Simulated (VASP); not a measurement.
# W12C13 in VASP: notebook, part 2 of 2

VASP 6.6.1.

**4. Single point, PBE**

Input file INCAR:

```
PREC     = Accurate       # precision mode
ENCUT    = 520            # plane-wave cutoff, eV
EDIFF    = 1E-6           # SCF threshold, eV
ISMEAR   = 0              # smearing method
SIGMA    = 0.15           # smearing width, eV
LREAL    = Auto         
LASPH    = T              # aspherical terms in the spheres
NELM     = 80             # most SCF steps
ALGO     = Normal         # electronic algorithm
ISIF     = 2              # what is computed and relaxed
LWAVE    = F              # write WAVECAR
LCHARG   = T              # write CHGCAR
GGA      = PE             # functional
LELF     = T              # ELF
LVHAR    = T            
NBANDS   = 128            # bands
```

Input file KPOINTS:

```
regular mesh
0
Gamma
  3 3 1
```

Input file POSCAR:

```
W12C13
1.0
    5.6929600000      0.0000000000      0.0000000000
   -2.8464800000      4.9302480000      0.0000000000
    0.0000000000      0.0000000000     18.9885500000
W C
12 13
Direct
    0.0000000000      0.0000000000      0.0526633155
    0.0011783005     -0.0011786425      0.2037234544
    0.0050257736     -0.0050267248      0.3611657552
    0.0000000000      0.5000000000      0.0526633155
    0.0000150116      0.4984108304      0.2031199855
    0.0008851811      0.4940798110      0.3574371924
    0.5000000000      0.0000000000      0.0526633155
    0.5015888257     -0.0000154150      0.2031199855
    0.5059191627     -0.0008861623      0.3574372451
    0.5000000000      0.5000000000      0.0526633155
    0.5004587910      0.4995407939      0.2020117913
    0.4990153754      0.5009835205      0.3487407411
    0.3333333333      0.1666666667      0.1262713583
    0.3318482326      0.1633230215      0.2765437593
    0.3560922235      0.1945289568      0.4290565104
    0.3333333333      0.6666666667      0.1262713583
    0.3338522911      0.6661472202      0.2758371756
    0.3325136558      0.6674850839      0.4163941428
    0.8333333333      0.1666666667      0.1262713583
    0.8368699841      0.1631293193      0.2781120201
    0.8390234403      0.1609752694      0.4197487960
    0.8333333333      0.6666666667      0.1262713583
    0.8366763441      0.6681511762      0.2765437593
    0.8054699362      0.6439065540      0.4290565630
    0.5733028351      0.4266947626      0.4538643024
```

Potentials or basis: VASP PAW PBE potentials, release 64 (W_sv, C).

The run is started by

```bash
cat potpaw_PBE.64/W_sv/POTCAR potpaw_PBE.64/C/POTCAR > POTCAR
mpirun -np 1 vasp_std > vasp.out
```

OUTCAR:

```text
PREC = Accurate
   ENCUT = 520
   EDIFF = 1E-6
   ISMEAR = 0
   LREAL = Auto
   LASPH = T
   NELM = 80
   ISIF = 2
   GGA = PE

 ion  position               nearest neighbor table
   1  0.000  0.000  0.053-  13 2.16  19 2.16  22 2.16   7 2.85   7 2.85   4 2.85   4 2.85  10 2.85
                            10 2.85   2 2.87
   2  0.001  0.999  0.204-  14 2.14  23 2.14  20 2.15  22 2.20  13 2.20  19 2.21   5 2.85   8 2.85
                            11 2.85  11 2.85   8 2.85   5 2.85   1 2.87   3 2.99
   3  0.005  0.995  0.361-  21 1.98  15 2.16  24 2.16  23 2.28  14 2.28  20 2.29   9 2.84   6 2.84
                             6 2.85   9 2.85  12 2.86  12 2.86   2 2.99
   4  0.000  0.500  0.053-  16 2.16  22 2.16  19 2.16  10 2.85  10 2.85   7 2.85   1 2.85   1 2.85
                             7 2.85   5 2.86
   5  0.000  0.498  0.203-  17 2.15  23 2.15  20 2.18  19 2.19  16 2.20  22 2.20   8 2.84   2 2.85
                            11 2.85  11 2.85   2 2.85   8 2.86   4 2.86   6 2.93
   6  0.001  0.494  0.357-  18 1.98  21 2.02  24 2.18  20 2.22  17 2.26  23 2.27   9 2.82  12 2.82
                             3 2.84   3 2.85   9 2.88  12 2.88   5 2.93
   7  0.500  0.000  0.053-  19 2.16  13 2.16  16 2.16   1 2.85   1 2.85   4 2.85  10 2.85  10 2.85
                             4 2.85   8 2.86
   8  0.502  1.000  0.203-  17 2.15  14 2.15  20 2.18  19 2.19  16 2.20  13 2.20   5 2.84   2 2.85
                            11 2.85  11 2.85   2 2.85   5 2.86   7 2.86   9 2.93
   9  0.506  0.999  0.357-  18 1.98  21 2.02  15 2.18  20 2.22  17 2.26  14 2.27   6 2.82  12 2.82
                             3 2.84   3 2.85   6 2.88  12 2.88   8 2.93
  10  0.500  0.500  0.053-  22 2.16  16 2.16  13 2.16  11 2.84   4 2.85   4 2.85   7 2.85   7 2.85
                             1 2.85   1 2.85
  11  0.500  0.500  0.202-  17 2.16  23 2.18  14 2.18  13 2.18  22 2.18  16 2.19  12 2.79  10 2.84
                             8 2.85   5 2.85   2 2.85   2 2.85   5 2.85   8 2.85
  12  0.499  0.501  0.349-  18 2.08  25 2.13  17 2.14  15 2.15  24 2.15  14 2.16  23 2.16  11 2.79
                             6 2.82   9 2.82   3 2.86   3 2.86   9 2.88   6 2.88
  13  0.333  0.167  0.126-   1 2.16   7 2.16  10 2.16  11 2.18   2 2.20   8 2.20
  14  0.332  0.163  0.277-   2 2.14   8 2.15  12 2.16  11 2.18   9 2.27   3 2.28
  15  0.356  0.195  0.429-  25 1.37  12 2.15   3 2.16   9 2.18
  16  0.333  0.667  0.126-   4 2.16  10 2.16   7 2.16  11 2.19   8 2.20   5 2.20
  17  0.334  0.666  0.276-  12 2.14   5 2.15   8 2.15  11 2.16   9 2.26   6 2.26
  18  0.333  0.667  0.416-   6 1.98   9 1.98  12 2.08
  19  0.833  0.167  0.126-   7 2.16   1 2.16   4 2.16   5 2.19   8 2.19   2 2.21
  20  0.837  0.163  0.278-   2 2.15   8 2.18   5 2.18   6 2.22   9 2.22   3 2.29
  21  0.839  0.161  0.420-   3 1.98   9 2.02   6 2.02
  22  0.833  0.667  0.126-  10 2.16   4 2.16   1 2.16  11 2.18   2 2.20   5 2.20
  23  0.837  0.668  0.277-   2 2.14   5 2.15  12 2.16  11 2.18   6 2.27   3 2.28
  24  0.805  0.644  0.429-  25 1.37  12 2.15   3 2.16   6 2.18
  25  0.573  0.427  0.454-  15 1.37  24 1.37  12 2.13

  LATTYP: Found a hexagonal cell.
 ALAT       =     5.6929600000
 C/A-ratio  =     3.3354441275

  Lattice vectors:

 A1 = (   5.6929600000,   0.0000000000,   0.0000000000)
 A2 = (  -2.8464800000,   4.9302480000,   0.0000000000)
 A3 = (   0.0000000000,   0.0000000000,  18.9885500000)

Analysis of symmetry for initial positions (statically):
=====================================================================
 Subroutine PRICEL returns:
 Original cell was already a primitive cell.

 Routine SETGRP: Setting up the symmetry group for a
 hexagonal supercell.

 Subroutine GETGRP returns: Found  2 space group operations
 (whereof  2 operations were pure point group operations)
 out of a pool of 24 trial point group operations.

The static configuration has the point symmetry C_1h.

Analysis of symmetry for dynamics (positions and initial velocities):
=====================================================================
[... 125 lines left out ...]
 SYSTEM =  unknown system
   PREC   = accura    normal or accurate (medium, high low for compatibility)
   ISTART =      0    job   : 0-new  1-cont  2-samecut
   ICHARG =      2    charge: 1-file 2-atom 10-const
   ISPIN  =      1    spin polarized calculation?
   LNONCOLLINEAR =      F non collinear calculations
   LSORBIT =      F    spin-orbit coupling
   LASPH  =      T    aspherical Exc in radial PAW
   ENCUT  =  520.0 eV  38.22 Ry    6.18 a.u.  10.59 10.59 35.31*2*pi/ulx,y,z
   NELM   =     80;   NELMIN=  2; NELMDL= -5     # of ELM steps
   EDIFF  = 0.1E-05   stopping-criterion for ELM
   LREAL  =      T    real-space projection
   EDIFFG = 0.1E-04   stopping-criterion for IOM
   NSW    =      0    number of steps for IOM
   IBRION =     -1    ionic relax: 0-MD 1-quasi-New 2-CG
   NFREE  =      0    steps in history (QN), initial steepest desc. (CG)
   ISIF   =      2    stress and relaxation
   ISYM   =      2    0-nonsym 1-usesym 2-fastsym
   POTIM  = 0.5000    time-step for ionic-motion
   TEBEG  =    0.0;   TEEND  =   0.0 temperature during run
   PSTRESS=    0.0 pullay stress
   NELECT =     220.0000    total number of electrons
   NUPDOWN=      -1.0000    fix difference up-down
   EMIN   =  10.00;   EMAX   =-10.00  energy-range for DOS
   EFERMI =   0.00;   METHOD = LEGACY
   ISMEAR =     0;   SIGMA  =   0.15  broadening in eV -4-tet -1-fermi 0-gaus
   EFERMI_NEDOS =   21; number of points for ismear=-14 and -15
   IALGO  =     38    algorithm
   IMIX   =      4    mixing-type and parameters
     AMIX     =   0.40;   BMIX     =  1.00
     AMIX_MAG =   1.60;   BMIX_MAG =  1.00
  volume/ion in A,a.u.               =      21.32       143.87
  Fermi-wavevector in a.u.,A,eV,Ry     =   1.218941  2.303465 20.215783  1.485818
  Thomas-Fermi vector in A             =   2.354211
   LORBIT       =      0    0 simple, 1 ext, 2 COOP (PROOUT), +10 PAW based schemes
   GGA     = PE    functional components
   LHFCALC =     F    Hartree Fock is set to
   AEXX    =    0.0000 exact exchange contribution
   IVDW    =     0    specifies the selected vdW correction
   LEPSILON=     F    determine dielectric tensor
   LRPA    =     F    only Hartree local field effects (RPA)
 non-spin polarized calculation
 Gauss-broadening in eV      SIGMA  =   0.15
  energy-cutoff  :      520.00
  volume of cell :      532.97
 maximum number of plane-waves:     14382
 NGX is ok and might be reduce to    42
   NGX = 21   NGY = 21   NGZ = 71

 number of electron     220.0000016 magnetization

 Free energy of the ion-electron system (eV)
  ---------------------------------------------------
  ext. energy  EPLUGINS =         0.00000000
  ---------------------------------------------------
  free energy    TOTEN  =      -261.05888076 eV

  energy without entropy =     -261.00909982  energy(sigma->0) =     -261.03399029

 E-fermi :   2.4881     XC(G=0):  -7.5521

 val. band max:        2.4303384713   @ k =  -0.3333   0.3333   0.0000
 cond. band min:       2.6133612481   @ k =   0.0000   0.0000   0.0000
 fundamental gap:      0.1830227767
 Fermi energy:         2.4881099124

 k-point     1 :       0.0000    0.0000    0.0000
  band No.  band energies     occupation
      1     -71.5186      2.00000
      2     -71.5111      2.00000
      3     -71.4426      2.00000
      4     -71.4405      2.00000
      5     -71.4248      2.00000
      6     -71.3784      2.00000
[... 489 lines left out ...]
    121       4.4671      0.00000
    122       4.7510      0.00000
 [bands above 122 left out]

------------------------ aborting loop because EDIFF is reached ----------------------------------------

  FORCE on cell =-STRESS in cart. coord.  units (eV):
  Direction    XX          YY          ZZ          XY          YZ          ZX
  --------------------------------------------------------------------------------------
  -------------------------------------------------------------------------------------
  Total       32.7979420     28.9400017     -0.1299675     -3.3410745      0.6347647     -1.0994442
  in kB       98.5958137     86.9982335     -0.3907029    -10.0437996      1.9082034     -3.3051037
  external PRESSURE =      61.7344481 kB  Pullay stress =       0.0000000 kB

 VOLUME and BASIS-vectors are now :
 -----------------------------------------------------------------------------
  energy-cutoff  :      520.00
  volume of cell :      532.97
      direct lattice vectors                 reciprocal lattice vectors
     5.692960000  0.000000000  0.000000000     0.175655546  0.101414777  0.000000000
    -2.846480000  4.930248000  0.000000000     0.000000000  0.202829553  0.000000000
     0.000000000  0.000000000 18.988550000     0.000000000  0.000000000  0.052663316

 POSITION                                       TOTAL-FORCE (eV/Angst)
 -----------------------------------------------------------------------------------
      0.00000      0.00000      1.00000         0.038479     -0.022216      0.439198
     -2.83642      4.92444      3.86841        -0.000343      0.000198     -0.005907
     -2.80356      4.90547      6.85801         0.030265     -0.017473     -0.014328
     -1.42324      2.46512      1.00000         0.000180     -0.032692      0.378899
     -1.41863      2.45729      3.85695         0.001415     -0.002311     -0.006511
     -1.40135      2.43594      6.78721        -0.019332      0.002566     -0.001737
[... 17 lines left out ...]
      2.75264      3.17462      8.14716         0.013877      0.057481      0.035289
      2.04921      2.10371      8.61822        -0.169161      0.097665      0.117477
 -----------------------------------------------------------------------------------
    total drift:                                0.016869      0.014179     -0.002598

  FREE ENERGIE OF THE ION-ELECTRON SYSTEM (eV)
  ---------------------------------------------------
  free  energy   TOTEN  =      -261.0588807558 eV

  energy  without entropy=     -261.0090998247  energy(sigma->0) =     -261.03399029
```

Wall time 9 min (1 thread of Intel Xeon 6975P-C (Granite Rapids), shared host); peak memory 0.62 GiB.

What came out:

```yaml
Free_energy: -261.0589 eV
Largest_force: 0.472 eV/Å
Band_gap_on_the_k_mesh: zero (bands 110 and 111 overlap by 0.82 eV)
```

Forces in eV/Å, atoms in the order of the input:
```
W    0.038 -0.022  0.439
W    0.000  0.000 -0.006
W    0.030 -0.017 -0.014
W    0.000 -0.033  0.379
W    0.001 -0.002 -0.007
W   -0.019  0.003 -0.002
W    0.028  0.016  0.379
W    0.003  0.000 -0.007
W   -0.012  0.015 -0.002
W    0.015 -0.009  0.242
W    0.001  0.000 -0.016
W   -0.007  0.004 -0.058
C    0.020 -0.129 -0.429
C    0.003 -0.013 -0.009
C   -0.043 -0.041  0.035
C   -0.078  0.045 -0.464
C   -0.004  0.003 -0.007
C    0.024 -0.014  0.111
C    0.003 -0.002 -0.405
C    0.008 -0.004  0.017
C    0.011 -0.006  0.105
C    0.122  0.047 -0.429
C    0.013  0.004 -0.009
C    0.014  0.057  0.035
C   -0.169  0.098  0.117
```

Caveat: the k points lie up to 0.42 Å⁻¹ apart, too coarse for converged energies and pressures of a metal; spin-orbit coupling is left out, which moves the levels of the heavy elements.

**5. Overview**

```tsv
cell	gap on the mesh (eV)	largest force (eV/Å)
as given, atomic positions A	none	0.54
as given, atomic positions B	none	0.47
as given, atomic positions C	none	0.47
```

Alike in all rows: task single point; level PBE; potentials or basis VASP PAW PBE potentials, release 64 (W_sv, C); no spin polarisation; k mesh 3 × 3 × 1; cutoff (eV) 520; smearing gaussian 0.15 eV.

Caveats: all runs use coarse meshes; spin-orbit coupling is left out, which moves the levels of the heavy elements.

Absolute energies hang on the potentials; compare differences alone.
